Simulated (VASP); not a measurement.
# Si9O16 (a cell with a defect) in VASP: single point with PBE

Aim: the single point of Si9O16 (a cell with a defect) with PBE.

Program: VASP 6.6.1. These are calculated values, not measurements. Logs are shortened: lines on timing, memory, paths and dates and some standing lists are left out, and cuts for length are marked.

## (1) The cell of the first run

The cell holds a defect, 25 atoms: a = 5.872 Å, b = 5.872 Å, c = 5.318 Å, α = 90.00°, β = 90.00°, γ = 90.00°.

## (2) Single point, PBE

File INCAR:

```
  PREC = Accurate
  ENCUT = 520
  EDIFF = 1E-7
  ISMEAR = -1
  SIGMA = 0.02
  LREAL = Auto
  LASPH = T
  NELM = 100
  ALGO = Normal
  ISIF = 2
  LWAVE = F
  LCHARG = T
  GGA = PE
  LELF = T
  LVHAR = T
  NBANDS = 84
```

File KPOINTS:

```
regular mesh
0
Gamma
  2 2 2
```

File POSCAR:

```
Si9O16
1.0
   -4.1520000000     -4.1520000000      0.0000000000
    4.1520000000     -4.1520000000      0.0000000000
    0.0000000000      0.0000000000      5.3180000000
Si O
9 16
Direct
    0.5184202255      0.4762967319      0.0056875913
    0.0090485335      0.5058717870      0.2497035985
    0.5184053249      0.4762611017      0.4938439747
    0.0301821474      0.5224839465      0.7496774155
   -0.0238410276      0.0182345158      0.0136490174
    0.4718074383     -0.0089846015      0.2497042061
   -0.0238327671      0.0182928861      0.4856586499
    0.6112430639      0.0172412848      0.7496294353
    0.3052009264      0.8368657814      0.7495329849
    0.2124775530      0.4768627976      0.0123803945
   -0.0124762812      0.2098412700      0.2495909863
    0.8184593950      0.5046269788      0.0001587217
   -0.0186460403      0.8040496758      0.2497527613
    0.2124663350      0.4766586497      0.4870414765
   -0.0091440638      0.2103618412      0.7497299438
    0.8184594811      0.5045483297      0.4992734650
   -0.1148211996      0.8571489380      0.7496277623
    0.6864315845      0.0206179873      0.0435774908
    0.5039208411      0.6900288931      0.2498522503
    0.2638949988     -0.0019954076      0.0254630381
    0.5013908642      0.2973115670      0.2496804769
    0.6865208740      0.0209196247      0.4557495947
    0.5173475636      0.6402056801      0.7498044399
    0.2638593509     -0.0016112916      0.4738072887
    0.5237811789      0.2854931327      0.7497690356
```

Potentials or basis: VASP PAW PBE potentials, release 64 (Si, O).

Started as:

```console
$ cat potpaw_PBE.64/Si/POTCAR potpaw_PBE.64/O/POTCAR > POTCAR
$ mpirun -np 1 vasp_std > vasp.out
```

OUTCAR:

```text
PREC = Accurate
   ENCUT = 520
   EDIFF = 1E-7
   ISMEAR = -1
   LREAL = Auto
   LASPH = T
   NELM = 100
   ISIF = 2
   GGA = PE

 ion  position               nearest neighbor table
   1  0.518  0.476  0.006-  23 1.67  21 1.67  25 1.76  12 1.77  10 1.80  19 1.81   3 2.60   3 2.72
                             9 2.81   8 3.07   6 3.14
   2  0.009  0.506  0.250-  12 1.74  16 1.74  11 1.74  10 1.75  14 1.75  13 1.76   4 2.66   4 2.66
                             7 3.13   5 3.13
   3  0.518  0.476  0.494-  23 1.67  21 1.67  25 1.76  16 1.77  14 1.80  19 1.81   1 2.60   1 2.72
                             9 2.81   8 3.07   6 3.14
   4  0.030  0.522  0.750-  14 1.78  10 1.78  16 1.82  12 1.83  15 1.85  17 2.14   9 2.45   2 2.66
                             2 2.66
   5  0.976  0.018  0.014-  11 1.69  20 1.69  18 1.71  17 1.78  13 1.78  15 1.80   7 2.51   8 2.56
                             9 2.62   7 2.81   2 3.13
   6  0.472  0.991  0.250-  18 1.68  22 1.68  24 1.71  20 1.71  19 1.78  21 1.81   8 2.79   8 2.79
                             9 2.97   9 2.98   1 3.14   3 3.14
   7  0.976  0.018  0.486-  11 1.69  24 1.69  22 1.71  17 1.78  13 1.78  15 1.80   5 2.51   8 2.56
                             9 2.61   5 2.81   2 3.13
   8  0.611  0.017  0.750-  22 1.62  18 1.62  25 1.66  17 1.86   9 2.09  23 2.28  15 2.50  20 2.51
                            24 2.51   7 2.56   5 2.56   6 2.79   6 2.79   3 3.07   1 3.07
   9  0.305  0.837  0.750-  23 1.70  20 1.76  24 1.76   8 2.09   4 2.45  17 2.47   7 2.61   5 2.62
                             3 2.81   1 2.81   6 2.97   6 2.98
  10  0.212  0.477  0.012-   2 1.75   4 1.78   1 1.80
  11  0.988  0.210  0.250-   5 1.69   7 1.69   2 1.74
  12  0.818  0.505  0.000-   2 1.74   1 1.77   4 1.83
  13  0.981  0.804  0.250-   2 1.76   7 1.78   5 1.78
  14  0.212  0.477  0.487-   2 1.75   4 1.78   3 1.80
  15  0.991  0.210  0.750-   5 1.80   7 1.80   4 1.85   8 2.50
  16  0.818  0.505  0.499-   2 1.74   3 1.77   4 1.82
  17  0.885  0.857  0.750-   7 1.78   5 1.78   8 1.86   4 2.14   9 2.47
  18  0.686  0.021  0.044-   8 1.62   6 1.68   5 1.71
  19  0.504  0.690  0.250-   6 1.78   3 1.81   1 1.81
  20  0.264  0.998  0.025-   5 1.69   6 1.71   9 1.76   8 2.51
  21  0.501  0.297  0.250-   1 1.67   3 1.67   6 1.81
  22  0.687  0.021  0.456-   8 1.62   6 1.68   7 1.71
  23  0.517  0.640  0.750-   1 1.67   3 1.67   9 1.70   8 2.28
  24  0.264  0.998  0.474-   7 1.69   6 1.71   9 1.76   8 2.51
  25  0.524  0.285  0.750-   8 1.66   3 1.76   1 1.76

  LATTYP: Found a simple tetragonal cell.
 ALAT       =     5.8718147110
 C/A-ratio  =     0.9056825295

  Lattice vectors:

 A1 = (  -4.1520000000,  -4.1520000000,   0.0000000000)
 A2 = (   4.1520000000,  -4.1520000000,   0.0000000000)
 A3 = (   0.0000000000,   0.0000000000,   5.3180000000)

Analysis of symmetry for initial positions (statically):
=====================================================================
 Subroutine PRICEL returns:
 Original cell was already a primitive cell.

 Routine SETGRP: Setting up the symmetry group for a
 simple tetragonal supercell.

 Subroutine GETGRP returns: Found  1 space group operations
 (whereof  1 operations were pure point group operations)
 out of a pool of 16 trial point group operations.

The static configuration has the point symmetry C_1 .

Analysis of symmetry for dynamics (positions and initial velocities):
=====================================================================
 Subroutine PRICEL returns:
 Original cell was already a primitive cell.

 Routine SETGRP: Setting up the symmetry group for a
 simple tetragonal supercell.

 Subroutine GETGRP returns: Found  1 space group operations
 (whereof  1 operations were pure point group operations)
 out of a pool of 16 trial point group operations.

The dynamic configuration has the point symmetry C_1 .

 Subroutine INISYM returns: Found  1 space group operations
 (whereof  1 operations are pure point group operations),
 and found     1 'primitive' translations

----------------------------------------------------------------------------------------

                                     Primitive cell

  volume of cell :     183.3551

  direct lattice vectors                    reciprocal lattice vectors
[... 59 lines left out ...]
                24          24
                25          25

----------------------------------------------------------------------------------------

 KPOINTS: regular mesh

Automatic generation of k-mesh.
 Grid dimensions read from file:
 generate k-points for:    2    2    2

 Generating k-lattice:

  Cartesian coordinates                     Fractional coordinates (reciprocal lattice)
    -0.060211946 -0.060211946  0.000000000     0.500000000  0.000000000  0.000000000
     0.060211946 -0.060211946  0.000000000     0.000000000  0.500000000  0.000000000
     0.000000000  0.000000000  0.094020308     0.000000000  0.000000000  0.500000000

  Length of vectors
     0.085152551  0.085152551  0.094020308

  Shift w.r.t. Gamma in fractional coordinates (k-lattice)
     0.000000000  0.000000000  0.000000000

 Subroutine IBZKPT returns following result:
 ===========================================

 Found      8 irreducible k-points:

 Following reciprocal coordinates:
            Coordinates               Weight
  0.000000  0.000000  0.000000      1.000000
  0.500000  0.000000  0.000000      1.000000
  0.000000  0.500000  0.000000      1.000000
  0.500000  0.500000  0.000000      1.000000
  0.000000  0.000000  0.500000      1.000000
  0.500000  0.000000  0.500000      1.000000
  0.000000  0.500000  0.500000      1.000000
  0.500000  0.500000  0.500000      1.000000
   k-points           NKPTS =      8   k-points in BZ     NKDIM =      8   number of bands    NBANDS=     84
   number of dos      NEDOS =    301   number of ions     NIONS =     25
   total plane-waves  NPLWV =  92160
   dimension x,y,z NGX =    48 NGY =   48 NGZ =   40
   dimension x,y,z NGXF=    96 NGYF=   96 NGZF=   80
   ions per type =               9  16
   NGX,Y,Z   is equivalent  to a cutoff of  13.59, 13.59, 12.50 a.u.
   NGXF,Y,Z  is equivalent  to a cutoff of  27.18, 27.18, 25.01 a.u.
 SYSTEM =  unknown system
   PREC   = accura    normal or accurate (medium, high low for compatibility)
   ISTART =      0    job   : 0-new  1-cont  2-samecut
   ICHARG =      2    charge: 1-file 2-atom 10-const
   ISPIN  =      1    spin polarized calculation?
   LNONCOLLINEAR =      F non collinear calculations
   LSORBIT =      F    spin-orbit coupling
   LASPH  =      T    aspherical Exc in radial PAW
   ENCUT  =  520.0 eV  38.22 Ry    6.18 a.u.  10.92 10.92  9.89*2*pi/ulx,y,z
   NELM   =    100;   NELMIN=  2; NELMDL= -5     # of ELM steps
   EDIFF  = 0.1E-06   stopping-criterion for ELM
   LREAL  =      T    real-space projection
   EDIFFG = 0.1E-05   stopping-criterion for IOM
   NSW    =      0    number of steps for IOM
   IBRION =     -1    ionic relax: 0-MD 1-quasi-New 2-CG
   NFREE  =      0    steps in history (QN), initial steepest desc. (CG)
   ISIF   =      2    stress and relaxation
   ISYM   =      2    0-nonsym 1-usesym 2-fastsym
   POTIM  = 0.5000    time-step for ionic-motion
   TEBEG  =    0.0;   TEEND  =   0.0 temperature during run
   PSTRESS=    0.0 pullay stress
   NELECT =     132.0000    total number of electrons
   NUPDOWN=      -1.0000    fix difference up-down
   EMIN   =  10.00;   EMAX   =-10.00  energy-range for DOS
   EFERMI =   0.00;   METHOD = LEGACY
   ISMEAR =    -1;   SIGMA  =   0.02  broadening in eV -4-tet -1-fermi 0-gaus
   EFERMI_NEDOS =   21; number of points for ismear=-14 and -15
   IALGO  =     38    algorithm
   IMIX   =      4    mixing-type and parameters
     AMIX     =   0.40;   BMIX     =  1.00
     AMIX_MAG =   1.60;   BMIX_MAG =  1.00
  volume/ion in A,a.u.               =       7.33        49.49
  Fermi-wavevector in a.u.,A,eV,Ry     =   1.467242  2.772686 29.290617  2.152800
  Thomas-Fermi vector in A             =   2.582883
   LORBIT       =      0    0 simple, 1 ext, 2 COOP (PROOUT), +10 PAW based schemes
   GGA     = PE    functional components
   LHFCALC =     F    Hartree Fock is set to
   AEXX    =    0.0000 exact exchange contribution
   IVDW    =     0    specifies the selected vdW correction
   LEPSILON=     F    determine dielectric tensor
   LRPA    =     F    only Hartree local field effects (RPA)
 non-spin polarized calculation
  energy-cutoff  :      520.00
  volume of cell :      183.36
 maximum number of plane-waves:      4960
 NGX is ok and might be reduce to    48
   NGX = 21   NGY = 21   NGZ = 19

 number of electron     131.9999969 magnetization

 Free energy of the ion-electron system (eV)
  ---------------------------------------------------
  ext. energy  EPLUGINS =         0.00000000
  ---------------------------------------------------
  free energy    TOTEN  =      -174.98614886 eV

  energy without entropy =     -174.98614886  energy(sigma->0) =     -174.98614886

 E-fermi :  12.9679     XC(G=0): -12.6657

 val. band max:       12.5122202718   @ k =   0.0000   0.5000   0.5000
 cond. band min:      14.9565799276   @ k =   0.5000   0.0000   0.0000
 fundamental gap:      2.4443596558
 Fermi energy:        12.9678600177

 k-point     1 :       0.0000    0.0000    0.0000
  band No.  band energies     occupation
      1     -13.9251      2.00000
      2     -12.3891      2.00000
      3     -11.6102      2.00000
      4     -11.3700      2.00000
      5     -11.1146      2.00000
      6     -10.9715      2.00000
[... 637 lines left out ...]
     77      19.4630      0.00000
     78      19.6265      0.00000
 [bands above 78 left out]

------------------------ aborting loop because EDIFF is reached ----------------------------------------

  FORCE on cell =-STRESS in cart. coord.  units (eV):
  Direction    XX          YY          ZZ          XY          YZ          ZX
  --------------------------------------------------------------------------------------
  -------------------------------------------------------------------------------------
  Total       72.6537812     47.1504033     70.8575536     -5.7262647      0.0397792     -0.0307553
  in kB      634.8568150    412.0054645    619.1611782    -50.0367378      0.3475947     -0.2687435
  external PRESSURE =     555.3411526 kB  Pullay stress =       0.0000000 kB

 VOLUME and BASIS-vectors are now :
 -----------------------------------------------------------------------------
  energy-cutoff  :      520.00
  volume of cell :      183.36
      direct lattice vectors                 reciprocal lattice vectors
    -4.152000000 -4.152000000  0.000000000    -0.120423892 -0.120423892  0.000000000
     4.152000000 -4.152000000  0.000000000     0.120423892 -0.120423892  0.000000000
     0.000000000  0.000000000  5.318000000     0.000000000  0.000000000  0.188040617

 POSITION                                       TOTAL-FORCE (eV/Angst)
 -----------------------------------------------------------------------------------
     -0.17490     -4.13006      0.03025        -0.016659      0.002808      0.004057
      2.06281     -2.13795      1.32792        -0.021661      0.007276     -0.000874
     -0.17498     -4.12986      2.62626        -0.020095      0.004376     -0.006253
      2.04404     -2.29467      3.98678         0.028461      0.010740      0.001496
     -3.97730     -4.12872      0.07259         0.005135     -0.014282      0.011751
      2.15575     -6.07364      1.32793         0.013608     -0.016846     -0.001479
[... 17 lines left out ...]
      3.04977     -5.24085      2.51971        -0.011470      0.009225     -0.015217
     -0.98937     -3.36011      3.98727        -0.001182     -0.024802     -0.000176
 -----------------------------------------------------------------------------------
    total drift:                               -0.003924     -0.024504     -0.001348

  FREE ENERGIE OF THE ION-ELECTRON SYSTEM (eV)
  ---------------------------------------------------
  free  energy   TOTEN  =      -174.9861488587 eV

  energy  without entropy=     -174.9861488587  energy(sigma->0) =     -174.98614886
```

Wall time 3.3 min (1 thread of Intel Xeon 6975P-C, shared host); peak memory 0.32 GiB.

What came out:

```yaml
Free_energy: -174.9861 eV
Pressure: 55.5 GPa
Largest_force: 0.116 eV/Å
Band_gap_on_the_k_mesh: 2.44 eV
```

Forces on the atoms (eV/Å):
```
Si  -0.017  0.003  0.004
Si  -0.022  0.007 -0.001
Si  -0.020  0.004 -0.006
Si   0.028  0.011  0.001
Si   0.005 -0.014  0.012
Si   0.014 -0.017 -0.001
Si   0.007 -0.016 -0.009
Si   0.046  0.106  0.004
Si   0.014 -0.044  0.003
O   -0.005 -0.023  0.010
O    0.042 -0.062 -0.001
O    0.002 -0.004 -0.012
O   -0.050  0.029 -0.001
O   -0.005 -0.026 -0.013
O    0.008  0.005  0.000
O    0.002 -0.001  0.012
O   -0.014 -0.004  0.002
O   -0.012 -0.009  0.022
O    0.010  0.002 -0.001
O   -0.007  0.007  0.017
O   -0.004  0.028  0.001
O   -0.010 -0.004 -0.026
O    0.000  0.037 -0.001
O   -0.011  0.009 -0.015
O   -0.001 -0.025  0.000
```

Levels at points of the mesh, in eV from the valence-band top:
```
           k point  band 63  band 64  band 65  band 66  band 67  band 68  band 69  band 70
(0.00, 0.00, 0.00)    -3.85    -3.24    -1.24    -0.88     2.94     2.98     3.59     3.79
(0.50, 0.00, 0.00)    -3.99    -3.72    -1.13    -0.75     2.44     3.78     3.85     4.42
(0.00, 0.50, 0.00)    -4.04    -3.69    -0.96    -0.31     2.63     3.64     3.85     4.17
(0.50, 0.50, 0.00)    -4.02    -3.82    -1.06    -0.28     2.68     4.00     4.27     4.73
(0.00, 0.00, 0.50)    -4.04    -3.65    -0.81    -0.49     3.50     3.54     4.26     4.59
(0.50, 0.00, 0.50)    -4.01    -3.69    -0.87    -0.61     3.59     3.75     4.59     4.71
(0.00, 0.50, 0.50)    -4.06    -3.66    -0.64     0.00     3.55     3.93     4.69     4.86
(0.50, 0.50, 0.50)    -4.19    -3.96    -0.64    -0.05     3.39     3.95     4.87     4.95
```

Caveat: the k points lie up to 0.59 Å⁻¹ apart.
